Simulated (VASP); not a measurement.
# Ga (Cmce) in VASP: a series of runs, part 2 of 2

VASP 6.6.1.

**4. Single point, r2SCAN**

POSCAR

```
Ga
1.0
    2.2318501700     -3.7932285796      0.0000000000
    2.2318501700      3.7932285796      0.0000000000
    0.0000000000      0.0000000000      4.5346411306
Ga
4
Direct
    0.8442341977      0.1557658023      0.0855794111
    0.6557658023      0.3442341977      0.5855794111
    0.1557658023      0.8442341977      0.9144205889
    0.3442341977      0.6557658023      0.4144205889
```

INCAR.step1

```
SYSTEM = Ga
ALGO     = Normal         ! electronic algorithm
EDIFF    = 1E-4           ! SCF threshold, eV
ENCUT    = 520            ! plane-wave cutoff, eV
GGA      = PE             ! functional
ISMEAR   = -1             ! smearing method
LASPH    = .True.         ! aspherical terms in the spheres
LCHARG   = .False.        ! write CHGCAR
LREAL    = .False.        ! projectors in reciprocal space
LWAVE    = .True.         ! write WAVECAR
NBANDS   = 34             ! bands
NELM     = 80             ! most SCF steps
PREC     = Accurate       ! precision mode
SIGMA    = 0.2            ! smearing width, eV
```

INCAR.step2

```
SYSTEM = Ga
ALGO     = Normal         ! electronic algorithm
EDIFF    = 1E-7           ! SCF threshold, eV
ENCUT    = 520            ! plane-wave cutoff, eV
ISIF     = 2              ! what is computed and relaxed
ISMEAR   = -1             ! smearing method
ISTART   = 1            
LASPH    = .True.         ! aspherical terms in the spheres
LCHARG   = .True.         ! write CHGCAR
LELF     = .True.         ! ELF
LMIXTAU  = .True.       
LREAL    = .False.        ! projectors in reciprocal space
LVHAR    = .True.       
LWAVE    = .False.        ! write WAVECAR
METAGGA  = R2SCAN         ! meta-GGA
NBANDS   = 34             ! bands
NELM     = 80             ! most SCF steps
PREC     = Accurate       ! precision mode
SIGMA    = 0.2            ! smearing width, eV
```

KPOINTS

```
k-points
0
Gamma
  8 8 7
  0 0 0
```

Potentials or basis: VASP PAW PBE potentials, release 64 (Ga_d).

Started as:

```
$ cat potpaw_PBE.64/Ga_d/POTCAR > POTCAR
$ cp INCAR.step1 INCAR
$ mpirun -np 1 vasp_std > vasp.out
$ cp INCAR.step2 INCAR
$ mpirun -np 1 vasp_std > vasp.out
```

OUTCAR:

```text
SYSTEM = Ga
   EDIFF = 1E-7
   ENCUT = 520
   ISIF = 2
   ISMEAR = -1
   ISTART = 1
   LASPH = .True.
   LREAL = .False.
   METAGGA = R2SCAN
   NELM = 80
   PREC = Accurate

 ion  position               nearest neighbor table
   1  0.844  0.156  0.086-   3 2.49   2 2.68   2 2.68   4 2.68   4 2.68   3 2.76   3 2.76
   2  0.656  0.344  0.586-   4 2.49   1 2.68   1 2.68   3 2.68   3 2.68   4 2.76   4 2.76
   3  0.156  0.844  0.914-   1 2.49   4 2.68   4 2.68   2 2.68   2 2.68   1 2.76   1 2.76
   4  0.344  0.656  0.414-   2 2.49   3 2.68   3 2.68   1 2.68   1 2.68   2 2.76   2 2.76

  LATTYP: Found a base centered orthorhombic cell.
 ALAT       =     4.4637003400
 B/A-ratio  =     1.6995892603
 C/A-ratio  =     1.0158928210

  Lattice vectors:

 A1 = (   2.2318501700,  -3.7932285796,   0.0000000000)
 A2 = (   2.2318501700,   3.7932285796,   0.0000000000)
 A3 = (   0.0000000000,   0.0000000000,   4.5346411306)

Analysis of symmetry for initial positions (statically):
=====================================================================
 Subroutine PRICEL returns:
 Original cell was already a primitive cell.

 Routine SETGRP: Setting up the symmetry group for a
 base centered orthorhombic supercell.

[... 167 lines left out ...]
  ---------------------------------------------------
  free energy    TOTEN  =       -45.81788262 eV

  energy without entropy =      -45.70014243  energy(sigma->0) =      -45.75901252

 E-fermi :   5.1293     XC(G=0): -11.7670

 val. band max:        5.1134172696   @ k =  -0.2500   0.2500   0.2857
 cond. band min:       5.1317321773   @ k =   0.2500   0.2500   0.0000
 fundamental gap:      0.0183149077
 Fermi energy:         5.1292831739

 k-point     1 :       0.0000    0.0000    0.0000
  band No.  band energies     occupation
      1     -10.6153      2.00000
      2     -10.6027      2.00000
      3     -10.5649      2.00000
      4     -10.5535      2.00000
      5     -10.5366      2.00000
      6     -10.5096      2.00000
[... 877 lines left out ...]
     33      11.3868      0.00000
     34      13.7714      0.00000

 [... further k-points ...]
[... 5 lines left out ...]
  --------------------------------------------------------------------------------------
  -------------------------------------------------------------------------------------
  Total        0.2540764      0.0852256     -0.0105811      0.0000000      0.0000000      0.0000000
  in kB        5.3018563      1.7784177     -0.2207977      0.0000000      0.0000000      0.0000000
  external PRESSURE =       2.2864921 kB  Pullay stress =       0.0000000 kB

 VOLUME and BASIS-vectors are now :
 -----------------------------------------------------------------------------
  energy-cutoff  :      520.00
  volume of cell :       76.78
      direct lattice vectors                 reciprocal lattice vectors
     2.231850170 -3.793228580  0.000000000     0.224029376 -0.131813833  0.000000000
     2.231850170  3.793228580  0.000000000     0.224029376  0.131813833  0.000000000
     0.000000000  0.000000000  4.534641131     0.000000000  0.000000000  0.220524617

 POSITION                                       TOTAL-FORCE (eV/Angst)
 -----------------------------------------------------------------------------------
      2.23185     -2.61152      0.38807         0.000000      0.006421      0.012319
      2.23185     -1.18171      2.65539         0.000000     -0.006421      0.012319
      2.23185      2.61152      4.14657         0.000000     -0.006421     -0.012319
      2.23185      1.18171      1.87925         0.000000      0.006421     -0.012319
 -----------------------------------------------------------------------------------
    total drift:                               -0.000000     -0.000000      0.000000

  FREE ENERGIE OF THE ION-ELECTRON SYSTEM (eV)
  ---------------------------------------------------
  free  energy   TOTEN  =       -45.8178826181 eV

  energy  without entropy=      -45.7001424316  energy(sigma->0) =      -45.75901252
```

OSZICAR.step1:

```text
N       E                     dE             d eps       ncg     rms          rms(c)
DAV:   1     0.359432983269E+03    0.35943E+03   -0.25361E+04  5920   0.290E+03
DAV:   2     0.327359350191E+02   -0.32670E+03   -0.31839E+03  5856   0.538E+02
DAV:   3    -0.103453793157E+02   -0.43081E+02   -0.42579E+02  6500   0.152E+02
DAV:   4    -0.117052241906E+02   -0.13598E+01   -0.13540E+01  6580   0.301E+01
DAV:   5    -0.117338519574E+02   -0.28628E-01   -0.28617E-01  7408   0.451E+00    0.254E+00
DAV:   6    -0.116539604806E+02    0.79891E-01   -0.20117E-01  7276   0.615E+00    0.139E+00
DAV:   7    -0.116387059354E+02    0.15255E-01   -0.56847E-02  8464   0.260E+00    0.315E-01
DAV:   8    -0.116375405225E+02    0.11654E-02   -0.13212E-02  6176   0.126E+00    0.461E-02
DAV:   9    -0.116377054693E+02   -0.16495E-03   -0.10469E-03  6324   0.331E-01    0.259E-02
DAV:  10    -0.116377122959E+02   -0.68267E-05   -0.17826E-04  4294   0.152E-01
   1 F= -.11637712E+02 E0= -.11569854E+02  d E =-.135717E+00
```

Run time: 16 min. Hardware: 1 thread of Oxide Virtual Turin-like, shared host; peak memory 0.27 GiB.

Results:

```yaml
Free_energy: -45.8179 eV
Pressure: 0.2 GPa
Largest_force: 0.014 eV/Å
Band_gap_on_the_k_mesh: zero (bands 26 and 27 overlap by 1.05 eV)
```

Forces in eV/Å, atoms in the order of the input:
```
Ga   0.000  0.006  0.012
Ga   0.000 -0.006  0.012
Ga   0.000 -0.006 -0.012
Ga   0.000  0.006 -0.012
```

Stress tensor (GPa, compression positive):
```
 0.53  0.00  0.00
 0.00  0.18  0.00
 0.00  0.00 -0.02
```

Caveat: the PAW data sets were made with another functional, which shifts forces and pressure a little.

**5. The runs side by side**

| smearing | gap on the mesh (eV) | pressure (GPa) | largest force (eV/Å) |
| --- | --- | --- | --- |
| gaussian 0.2 eV | none | 0.1 | 0.01 |
| gaussian 0.3 eV | none | 0.2 | 0.01 |
| fermi-dirac 0.2 eV | none | 0.2 | 0.01 |

Alike in all rows: task single point; level r2SCAN; potentials or basis VASP PAW PBE potentials, release 64 (Ga_d); no spin polarisation; cell as given; k mesh 8 × 8 × 7; cutoff (eV) 520.

Caveats: the PAW data sets were made with another functional, which shifts forces and pressure a little; so wide a smearing shifts energies and pressures (at least some runs).

Total energies depend on the potentials used, so only differences within one code and one set of settings carry meaning.

The gap in the log of VASP goes by the Fermi energy; the results here count the filled bands.